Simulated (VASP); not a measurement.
# BN (P6_3mc) in VASP: further runs, part 2 of 2

VASP 6.6.1. The steps go on from the part before.

### Step 5. Single point, PBE (uniaxial z strain +1.0%)

Input file INCAR:

```
PREC = Accurate
ENCUT = 520
EDIFF = 1E-7
ISMEAR = -1
SIGMA = 0.02
LREAL = False
LASPH = True
NELM = 60
ALGO = Normal
ISIF = 2
LWAVE = False
LCHARG = True
GGA = PE
LELF = True
LVHAR = True
NBANDS = 16
```

Input file KPOINTS:

```
Automatic mesh
0
Gamma
  12 12 6
```

Input file POSCAR:

```
BN
1.0
    2.5439499996      0.0000000000      0.0000000000
   -1.2719749998      2.2031253256      0.0000000000
    0.0000000000      0.0000000000      4.2498934949
B N
2 2
Direct
    0.3333333333      0.6666666667      0.0000908974
    0.6666666667      0.3333333333      0.5000908974
    0.3333333333      0.6666666667      0.3749091026
    0.6666666667      0.3333333333      0.8749091026
```

Launch:

```bash
cat potpaw_PBE.64/B/POTCAR potpaw_PBE.64/N/POTCAR > POTCAR
mpirun -np 1 vasp_std > vasp.out
```

Wall time 42 s (1 thread of Intel Xeon 8259CL, shared host); peak memory 0.15 GiB.

Results (log left out):

```
Free energy            : -34.8275 eV
Pressure               : 1.1 GPa
Largest force          : 0.026 eV/Å
Band gap on the k mesh : 5.19 eV (least direct gap 8.23 eV)
```

Forces on the atoms (eV/Å):
```
B    0.000  0.000  0.026
B    0.000  0.000  0.026
N    0.000  0.000 -0.026
N    0.000  0.000 -0.026
```

Stress tensor (GPa, compression positive):
```
 4.37  0.00  0.00
 0.00  4.37  0.00
 0.00  0.00 -5.31
```

Levels at points of the mesh, in eV from the valence-band top:
| k point | band 4 | band 5 | band 6 | band 7 | band 8 | band 9 | band 10 | band 11 | band 12 | band 13 |
| --- | --- | --- | --- | --- | --- | --- | --- | --- | --- | --- |
| (0.00, 0.00, 0.00) | -2.03 | -2.03 | -0.29 | 0.00 | 0.00 | 8.23 | 8.44 | 8.44 | 9.64 | 10.78 |
| (0.50, 0.00, 0.00) | -7.84 | -6.84 | -4.89 | -4.34 | -2.14 | 6.79 | 7.88 | 10.65 | 11.45 | 12.57 |
| (0.00, 0.00, 0.50) | -5.76 | -1.12 | -1.12 | -1.12 | -1.12 | 9.56 | 9.56 | 9.95 | 9.95 | 9.95 |
| (0.50, 0.00, 0.50) | -9.96 | -3.72 | -3.72 | -3.58 | -3.58 | 6.53 | 6.53 | 9.94 | 9.94 | 14.22 |

Caveat: the cell differs from its parent crystal (uniaxial z strain +1.0%).

### Step 6. Single point, PBE (uniaxial z strain +2.0%)

Input file INCAR:

```
SYSTEM = BN
PREC = Accurate
ENCUT = 520
EDIFF = 1E-6
ISMEAR = -1
SIGMA = 0.02
LREAL = .FALSE.
LASPH = .TRUE.
NELM = 100
ALGO = Normal
ISIF = 2
LWAVE = .FALSE.
LCHARG = .FALSE.
GGA = PE
NBANDS = 16
```

Input file KPOINTS:

```
Automatic mesh
0
G
  12 12 6
  0 0 0
```

Input file POSCAR:

```
BN
1.0
    2.5439499996      0.0000000000      0.0000000000
   -1.2719749998      2.2031253256      0.0000000000
    0.0000000000      0.0000000000      4.2919716483
B N
2 2
Direct
    0.3333333333      0.6666666667     -0.0001346901
    0.6666666667      0.3333333333      0.4998653099
    0.3333333333      0.6666666667      0.3751346901
    0.6666666667      0.3333333333      0.8751346901
```

Potentials or basis: VASP PAW PBE potentials, release 64 (B, N).

Launch:

```bash
cat potpaw_PBE.64/B/POTCAR potpaw_PBE.64/N/POTCAR > POTCAR
mpirun -np 1 vasp_std > vasp.out
```

OUTCAR:

```text
SYSTEM = BN
   PREC = Accurate
   ENCUT = 520
   EDIFF = 1E-6
   ISMEAR = -1
   LREAL = .FALSE.
   LASPH = .TRUE.
   NELM = 100
   ISIF = 2
   GGA = PE

 ion  position               nearest neighbor table
   1  0.333  0.667  1.000-   4 1.56   4 1.56   4 1.56   3 1.61
   2  0.667  0.333  0.500-   3 1.56   3 1.56   3 1.56   4 1.61
   3  0.333  0.667  0.375-   2 1.56   2 1.56   2 1.56   1 1.61
   4  0.667  0.333  0.875-   1 1.56   1 1.56   1 1.56   2 1.61

  LATTYP: Found a hexagonal cell.
 ALAT       =     2.5439499996
 C/A-ratio  =     1.6871289329

  Lattice vectors:

 A1 = (   2.5439499996,   0.0000000000,   0.0000000000)
 A2 = (  -1.2719749998,   2.2031253256,   0.0000000000)
 A3 = (   0.0000000000,   0.0000000000,   4.2919716483)

Analysis of symmetry for initial positions (statically):
=====================================================================
 Subroutine PRICEL returns:
 Original cell was already a primitive cell.

 Routine SETGRP: Setting up the symmetry group for a
 hexagonal supercell.

 Subroutine GETGRP returns: Found 12 space group operations
 (whereof  6 operations were pure point group operations)
 out of a pool of 24 trial point group operations.

The static configuration has the point symmetry C_3v.
 The point group associated with its full space group is C_6v.

Analysis of symmetry for dynamics (positions and initial velocities):
=====================================================================
 Subroutine PRICEL returns:
 Original cell was already a primitive cell.

 Routine SETGRP: Setting up the symmetry group for a
 hexagonal supercell.

 Subroutine GETGRP returns: Found 12 space group operations
 (whereof  6 operations were pure point group operations)
 out of a pool of 24 trial point group operations.

The dynamic configuration has the point symmetry C_3v.
 The point group associated with its full space group is C_6v.

 Subroutine INISYM returns: Found 12 space group operations
 (whereof  6 operations are pure point group operations),
 and found     1 'primitive' translations

----------------------------------------------------------------------------------------

                                     Primitive cell

  volume of cell :      24.0550

  direct lattice vectors                    reciprocal lattice vectors
     2.543950000  0.000000000  0.000000000     0.393089487  0.226950321  0.000000000
    -1.271975000  2.203125326  0.000000000     0.000000000  0.453900642  0.000000000
     0.000000000  0.000000000  4.291971648     0.000000000  0.000000000  0.232993151

  length of vectors
     2.543950000  2.543950000  4.291971648     0.453900642  0.453900642  0.232993151

  position of ions in fractional coordinates (direct lattice)
     0.333333333  0.666666667  0.999865310
     0.666666667  0.333333333  0.499865310
     0.333333333  0.666666667  0.375134690
     0.666666667  0.333333333  0.875134690

  ion indices of the primitive-cell ions
   primitive index   ion index
                 1           1
                 2           2
                 3           3
                 4           4

----------------------------------------------------------------------------------------

 KPOINTS: Automatic mesh

Automatic generation of k-mesh.
 Grid dimensions read from file:
 generate k-points for:   12   12    6

 Generating k-lattice:

  Cartesian coordinates                     Fractional coordinates (reciprocal lattice)
     0.032757457  0.018912527  0.000000000     0.083333333  0.000000000  0.000000000
     0.000000000  0.037825054  0.000000000     0.000000000  0.083333333  0.000000000
     0.000000000  0.000000000  0.038832192     0.000000000  0.000000000  0.166666667

  Length of vectors
     0.037825054  0.037825054  0.038832192

  Shift w.r.t. Gamma in fractional coordinates (k-lattice)
     0.000000000  0.000000000  0.000000000

 Subroutine IBZKPT returns following result:
 ===========================================

 Found     76 irreducible k-points:

 Following reciprocal coordinates:
            Coordinates               Weight
  0.000000  0.000000  0.000000      1.000000
  0.083333  0.000000  0.000000      6.000000
  0.166667  0.000000  0.000000      6.000000
  0.250000  0.000000  0.000000      6.000000
  0.333333 -0.000000  0.000000      6.000000
  0.416667  0.000000  0.000000      6.000000
[... 16 lines left out ...]
  0.250000  0.000000  0.166667     12.000000
  0.333333 -0.000000  0.166667     12.000000
 [... further k-points ...]
   k-points           NKPTS =     76   k-points in BZ     NKDIM =     76   number of bands    NBANDS=     16
   number of dos      NEDOS =    301   number of ions     NIONS =      4
   total plane-waves  NPLWV =  12800
   dimension x,y,z NGX =    20 NGY =   20 NGZ =   32
   dimension x,y,z NGXF=    40 NGYF=   40 NGZF=   64
   ions per type =               2   2
   NGX,Y,Z   is equivalent  to a cutoff of  13.07, 13.07, 12.39 a.u.
   NGXF,Y,Z  is equivalent  to a cutoff of  26.14, 26.14, 24.79 a.u.
 SYSTEM =  BN
   PREC   = accura    normal or accurate (medium, high low for compatibility)
   ISTART =      0    job   : 0-new  1-cont  2-samecut
   ICHARG =      2    charge: 1-file 2-atom 10-const
   ISPIN  =      1    spin polarized calculation?
   LNONCOLLINEAR =      F non collinear calculations
   LSORBIT =      F    spin-orbit coupling
   LASPH  =      T    aspherical Exc in radial PAW
   ENCUT  =  520.0 eV  38.22 Ry    6.18 a.u.   4.73  4.73  7.98*2*pi/ulx,y,z
   NELM   =    100;   NELMIN=  2; NELMDL= -5     # of ELM steps
   EDIFF  = 0.1E-05   stopping-criterion for ELM
   LREAL  =      F    real-space projection
   EDIFFG = 0.1E-04   stopping-criterion for IOM
   NSW    =      0    number of steps for IOM
   IBRION =     -1    ionic relax: 0-MD 1-quasi-New 2-CG
   NFREE  =      0    steps in history (QN), initial steepest desc. (CG)
   ISIF   =      2    stress and relaxation
   ISYM   =      2    0-nonsym 1-usesym 2-fastsym
   POTIM  = 0.5000    time-step for ionic-motion
   TEBEG  =    0.0;   TEEND  =   0.0 temperature during run
   PSTRESS=    0.0 pullay stress
   NELECT =      16.0000    total number of electrons
   NUPDOWN=      -1.0000    fix difference up-down
   EMIN   =  10.00;   EMAX   =-10.00  energy-range for DOS
   EFERMI =   0.00;   METHOD = LEGACY
   ISMEAR =    -1;   SIGMA  =   0.02  broadening in eV -4-tet -1-fermi 0-gaus
   EFERMI_NEDOS =   21; number of points for ismear=-14 and -15
   IALGO  =     38    algorithm
   IMIX   =      4    mixing-type and parameters
     AMIX     =   0.40;   BMIX     =  1.00
     AMIX_MAG =   1.60;   BMIX_MAG =  1.00
  volume/ion in A,a.u.               =       6.01        40.58
  Fermi-wavevector in a.u.,A,eV,Ry     =   1.429047  2.700508 27.785496  2.042176
  Thomas-Fermi vector in A             =   2.549043
   LORBIT       =      0    0 simple, 1 ext, 2 COOP (PROOUT), +10 PAW based schemes
   GGA     = PE    functional components
   LHFCALC =     F    Hartree Fock is set to
   AEXX    =    0.0000 exact exchange contribution
   IVDW    =     0    specifies the selected vdW correction
   LEPSILON=     F    determine dielectric tensor
   LRPA    =     F    only Hartree local field effects (RPA)
 non-spin polarized calculation
  energy-cutoff  :      520.00
  volume of cell :       24.05
 maximum number of plane-waves:       658
 NGX is ok and might be reduce to    20
   NGX =  9   NGY =  9   NGZ = 15

 number of electron      16.0000001 magnetization

 Free energy of the ion-electron system (eV)
  ---------------------------------------------------
  ext. energy  EPLUGINS =         0.00000000
  ---------------------------------------------------
  free energy    TOTEN  =       -34.81302293 eV

  energy without entropy =      -34.81302293  energy(sigma->0) =      -34.81302293

 E-fermi :   7.8166     XC(G=0): -12.7257

 val. band max:        7.3387742469   @ k =   0.0000   0.0000   0.0000
 cond. band min:      12.5354513997   @ k =   0.3333   0.3333   0.0000
 fundamental gap:      5.1966771528
 Fermi energy:         7.8166257677

 k-point     1 :       0.0000    0.0000    0.0000
  band No.  band energies     occupation
      1     -12.8667      2.00000
      2      -8.9683      2.00000
      3      -3.4428      2.00000
      4       5.4015      2.00000
      5       5.4015      2.00000
      6       7.0459      2.00000
[... 8 lines left out ...]
     15      19.1263      0.00000
     16      23.0636      0.00000
[... 420 lines left out ...]
  band No.  band energies     occupation
      1     -10.4308      2.00000
      2      -7.8303      2.00000
      3      -1.2937      2.00000
      4       0.0441      2.00000
      5       1.3718      2.00000
      6       3.2294      2.00000
[... 8 lines left out ...]
     15      23.1808      0.00000
     16      23.3307      0.00000

 [... further k-points ...]
[... 5 lines left out ...]
  --------------------------------------------------------------------------------------
  -------------------------------------------------------------------------------------
  Total        0.5703941      0.5703941     -2.1960968      0.0000000     -0.0000000      0.0000000
  in kB       37.9910231     37.9910231   -146.2707317      0.0000000     -0.0000000      0.0000000
  external PRESSURE =     -23.4295618 kB  Pullay stress =       0.0000000 kB

 VOLUME and BASIS-vectors are now :
 -----------------------------------------------------------------------------
  energy-cutoff  :      520.00
  volume of cell :       24.05
      direct lattice vectors                 reciprocal lattice vectors
     2.543950000  0.000000000  0.000000000     0.393089487  0.226950321  0.000000000
    -1.271975000  2.203125326  0.000000000     0.000000000  0.453900642  0.000000000
     0.000000000  0.000000000  4.291971648     0.000000000  0.000000000  0.232993151

 POSITION                                       TOTAL-FORCE (eV/Angst)
 -----------------------------------------------------------------------------------
     -0.00000      1.46875      4.29139         0.000000     -0.000000      0.041294
      1.27197      0.73438      2.14541         0.000000      0.000000      0.041294
     -0.00000      1.46875      1.61007        -0.000000     -0.000000     -0.041294
      1.27197      0.73438      3.75605         0.000000      0.000000     -0.041294
 -----------------------------------------------------------------------------------
    total drift:                               -0.000000      0.000000     -0.000303

  FREE ENERGIE OF THE ION-ELECTRON SYSTEM (eV)
  ---------------------------------------------------
  free  energy   TOTEN  =       -34.8130229252 eV

  energy  without entropy=      -34.8130229252  energy(sigma->0) =      -34.81302293
```

Wall time 44 s (1 thread of Intel Xeon 8259CL, shared host); peak memory 0.15 GiB.

Results:

```
Free energy            : -34.8130 eV
Pressure               : -2.3 GPa
Largest force          : 0.041 eV/Å
Band gap on the k mesh : 5.20 eV (least direct gap 7.84 eV)
```

Forces on the atoms (eV/Å):
```
B    0.000  0.000  0.041
B    0.000  0.000  0.041
N    0.000  0.000 -0.041
N    0.000  0.000 -0.041
```

Caveat: the cell differs from its parent crystal (uniaxial z strain +2.0%).

### Step 7. Summary

```tsv
level	cell	k mesh	smearing	grid for exact exchange (PRECFOCK)	share of exact exchange	screening parameter	gap on the mesh (eV)	pressure (GPa)	largest force (eV/Å)
HSE06	a = 2.544, b = 2.544, c = 4.124 Å, angles 90.0, 90.0, 120.0°, 4 atoms	9 × 9 × 4	gaussian 0.01 eV	Normal	0.25	0.2079 1/Å	6.56	4.5	0.03
PBE	a = 2.544, b = 2.544, c = 4.124 Å, angles 90.0, 90.0, 120.0°, 4 atoms	12 × 12 × 6	fermi-dirac 0.02 eV	-	-	-	5.24	13.4	0.02
PBE	a = 2.544, b = 2.544, c = 4.166 Å, angles 90.0, 90.0, 120.0°, 4 atoms	12 × 12 × 6	fermi-dirac 0.02 eV	-	-	-	5.21	9.0	0.01
PBE	a = 2.544, b = 2.544, c = 4.250 Å, angles 90.0, 90.0, 120.0°, 4 atoms	12 × 12 × 6	fermi-dirac 0.02 eV	-	-	-	5.19	1.1	0.03
PBE	a = 2.544, b = 2.544, c = 4.292 Å, angles 90.0, 90.0, 120.0°, 4 atoms	12 × 12 × 6	fermi-dirac 0.02 eV	-	-	-	5.20	-2.3	0.04
```

Alike in all rows: task single point; potentials or basis VASP PAW PBE potentials, release 64 (B, N); no spin polarisation; cutoff (eV) 520.

Caveats: the cell stands under pressure (at least some runs); the PAW data sets were made with another functional, which shifts forces and pressure a little (at least some runs); an odd mesh through Γ misses points on the zone boundary, where band edges can lie (at least some runs).

Absolute energies hang on the potentials; compare differences alone.
